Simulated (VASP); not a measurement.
# Fe (Fd-3m) in VASP: a series of runs, part 2 of 2

VASP 6.6.1. Earlier steps stand in the parts before.

**5. Single point, LDA, collinear spin, antiferromagnetic start (12.36 Å³/atom)**

This run uses another cell than the first one, of 12.36 Å³/atom.

Input file INCAR:

```
ALGO = Normal
EDIFF = 1E-6
ENCUT = 520
ISIF = 2
ISMEAR = -1
ISPIN = 2
LASPH = T
LCHARG = T
LELF = T
LMAXMIX = 4
LORBIT = 11
LREAL = F
LVHAR = T
LWAVE = F
MAGMOM = 2.5 -2.5
NBANDS = 19
NELM = 150
PREC = Accurate
SIGMA = 0.05
```

Input file KPOINTS:

```
k-points
0
Gamma
  13 13 13
```

Input file POSCAR:

```
Fe
1.0
    0.0000000000      2.3120451189      2.3120451189
    2.3120451189      0.0000000000      2.3120451189
    2.3120451189      2.3120451189      0.0000000000
Fe
2
Direct
    0.1250000000      0.1250000000      0.1250000000
    0.8750000000      0.8750000000      0.8750000000
```

Potentials or basis: VASP PAW LDA potentials, release 64 (Fe).

Run with:

```bash
cat potpaw_LDA.64/Fe/POTCAR > POTCAR
mpirun -np 1 vasp_std > vasp.out
```

OUTCAR:

```text
EDIFF = 1E-6
   ENCUT = 520
   ISIF = 2
   ISMEAR = -1
   ISPIN = 2
   LASPH = T
   LORBIT = 11
   LREAL = F
   NELM = 150
   PREC = Accurate

 ion  position               nearest neighbor table
   1  0.125  0.125  0.125-   2 2.00   2 2.00   2 2.00   2 2.00
   2  0.875  0.875  0.875-   1 2.00   1 2.00   1 2.00   1 2.00

  LATTYP: Found a face centered cubic cell.
 ALAT       =     4.6240902378

  Lattice vectors:

 A1 = (   0.0000000000,   2.3120451189,   2.3120451189)
 A2 = (   2.3120451189,   0.0000000000,   2.3120451189)
 A3 = (   2.3120451189,   2.3120451189,   0.0000000000)

Analysis of symmetry for initial positions (statically):
=====================================================================
 Subroutine PRICEL returns:
 Original cell was already a primitive cell.

 Routine SETGRP: Setting up the symmetry group for a
 face centered cubic supercell.

 Subroutine GETGRP returns: Found 48 space group operations
 (whereof 12 operations were pure point group operations)
 out of a pool of 48 trial point group operations.

The static configuration has the point symmetry D_3d.
 The point group associated with its full space group is O_h .

Analysis of symmetry for dynamics (positions and initial velocities):
=====================================================================
 Subroutine PRICEL returns:
 Original cell was already a primitive cell.

 Routine SETGRP: Setting up the symmetry group for a
 face centered cubic supercell.

 Subroutine GETGRP returns: Found 48 space group operations
 (whereof 12 operations were pure point group operations)
 out of a pool of 48 trial point group operations.

The dynamic configuration has the point symmetry D_3d.
 The point group associated with its full space group is O_h .

Analysis of structural, dynamic, and magnetic symmetry:
=====================================================================
 Subroutine PRICEL returns:
 Original cell was already a primitive cell.
[... 144 lines left out ...]
   NGX = 13   NGY = 13   NGZ = 13

 number of electron      16.0000009 magnetization       0.0000000

 number of electron      16.0000009 magnetization      -0.0000000

 Free energy of the ion-electron system (eV)
  ---------------------------------------------------
  ext. energy  EPLUGINS =         0.00000000
  ---------------------------------------------------
  free energy    TOTEN  =       -16.20975283 eV

  energy without entropy =      -16.19363968  energy(sigma->0) =      -16.20169626

 E-fermi :   4.8453     XC(G=0): -12.6284

 val. band max:        4.8164301329   @ k =   0.3846   0.3846   0.0000
 cond. band min:       4.8559784427   @ k =   0.2308   0.2308   0.0000
 fundamental gap:      0.0395483098
 Fermi energy:         4.8453109016

 spin component 1

 k-point     1 :       0.0000    0.0000    0.0000
  band No.  band energies     occupation
      1      -2.5339      1.00000
      2       1.4210      1.00000
      3       1.4210      1.00000
      4       1.9525      1.00000
      5       1.9525      1.00000
      6       1.9525      1.00000
[... 517 lines left out ...]
     18      25.1248      0.00000
     19      27.7194      0.00000

 [... further k-points ...]

 spin component 2

 k-point     1 :       0.0000    0.0000    0.0000
  band No.  band energies     occupation
      1      -2.5339      1.00000
      2       1.4210      1.00000
      3       1.4210      1.00000
      4       1.9525      1.00000
      5       1.9525      1.00000
      6       1.9525      1.00000
[... 517 lines left out ...]
     18      25.1248      0.00000
     19      27.7194      0.00000

 [... further k-points ...]
[... 5 lines left out ...]
  --------------------------------------------------------------------------------------
  -------------------------------------------------------------------------------------
  Total        2.3704647      2.3704647      2.3704647     -0.0000000      0.0000000      0.0000000
  in kB      153.6473792    153.6473792    153.6473792     -0.0000000      0.0000000      0.0000000
  external PRESSURE =     153.6473792 kB  Pullay stress =       0.0000000 kB

 VOLUME and BASIS-vectors are now :
 -----------------------------------------------------------------------------
  energy-cutoff  :      520.00
  volume of cell :       24.72
      direct lattice vectors                 reciprocal lattice vectors
     0.000000000  2.312045119  2.312045119    -0.216258755  0.216258755  0.216258755
     2.312045119  0.000000000  2.312045119     0.216258755 -0.216258755  0.216258755
     2.312045119  2.312045119  0.000000000     0.216258755  0.216258755 -0.216258755

 POSITION                                       TOTAL-FORCE (eV/Angst)
 -----------------------------------------------------------------------------------
      0.57801      0.57801      0.57801         0.000000      0.000000      0.000000
      4.04608      4.04608      4.04608        -0.000000     -0.000000     -0.000000
 -----------------------------------------------------------------------------------
    total drift:                                0.000000      0.000000      0.000000

  FREE ENERGIE OF THE ION-ELECTRON SYSTEM (eV)
  ---------------------------------------------------
  free  energy   TOTEN  =       -16.2097528336 eV

  energy  without entropy=      -16.1936396824  energy(sigma->0) =      -16.20169626

 total charge

# of ion       s       p       d       tot
------------------------------------------
    1        0.647   0.534   6.646   7.827
    2        0.647   0.534   6.646   7.827
--------------------------------------------------
tot          1.294   1.068  13.293  15.654

 magnetization (x)

# of ion       s       p       d       tot
------------------------------------------
    1        0.000   0.000   0.000   0.000
    2       -0.000  -0.000  -0.000  -0.000
--------------------------------------------------
tot          0.000   0.000   0.000   0.000
```

Wall time 21 s (1 thread of Intel Xeon 6975P-C (Granite Rapids), shared host); peak memory 0.17 GiB.

What came out:

```yaml
Free_energy: -16.2098 eV
Pressure: 15.4 GPa
Band_gap_on_the_k_mesh: zero (filled and empty bands overlap)
Net_moment: 0.00 μB per cell
Valence_electrons_inside_the_program's_atomic_spheres: Fe 7.83
```

Caveat: the cell stands under pressure.

**6. Single point, LDA, collinear spin, antiferromagnetic start (12.90 Å³/atom)**

This run uses another cell than the first one, of 12.90 Å³/atom.

Input file INCAR:

```
SYSTEM = Fe
PREC = Accurate
ENCUT = 520
EDIFF = 1E-6
ISMEAR = -1
SIGMA = 0.05
LREAL = .False.
LASPH = .True.
NELM = 150
ALGO = Normal
ISIF = 2
LWAVE = .False.
LCHARG = .False.
ISPIN = 2
MAGMOM = 2.5 -2.5
LORBIT = 11
LMAXMIX = 4
NBANDS = 19
```

Input file KPOINTS:

```
Automatic mesh
0
Gamma
  13 13 13
  0 0 0
```

Input file POSCAR:

```
Fe
1.0
    0.0000000000      2.3450787979      2.3450787979
    2.3450787979      0.0000000000      2.3450787979
    2.3450787979      2.3450787979      0.0000000000
Fe
2
Direct
    0.1250000000      0.1250000000      0.1250000000
    0.8750000000      0.8750000000      0.8750000000
```

Potentials or basis: VASP PAW LDA potentials, release 64 (Fe).

Run with:

```bash
cat potpaw_LDA.64/Fe/POTCAR > POTCAR
mpirun -np 1 vasp_std > vasp.out
```

Wall time 40 s (1 thread of Intel Xeon 6975P-C (Granite Rapids), shared host); peak memory 0.18 GiB.

Results (log left out):

- Free energy: -16.2791 eV
- Pressure: 5.6 GPa
- Band gap on the k mesh: zero (filled and empty bands overlap)
- Net moment: 0.00 μB per cell
- Valence electrons inside the program's atomic spheres: Fe 7.73

Levels at points of the mesh, in eV from the Fermi level:
Spin up:
```tsv
k point	band 6	band 7	band 8	band 9	band 10	band 11
(0.00, 0.00, 0.00)	-2.76	-0.46	-0.46	-0.46	1.48	1.48
```
Spin down:
```tsv
k point	band 5	band 6	band 7	band 8	band 9	band 10	band 11	band 12
(0.00, 0.00, 0.00)	-2.76	-2.76	-0.46	-0.46	-0.46	1.48	1.48	15.49
```

Caveat: the cell stands under pressure.
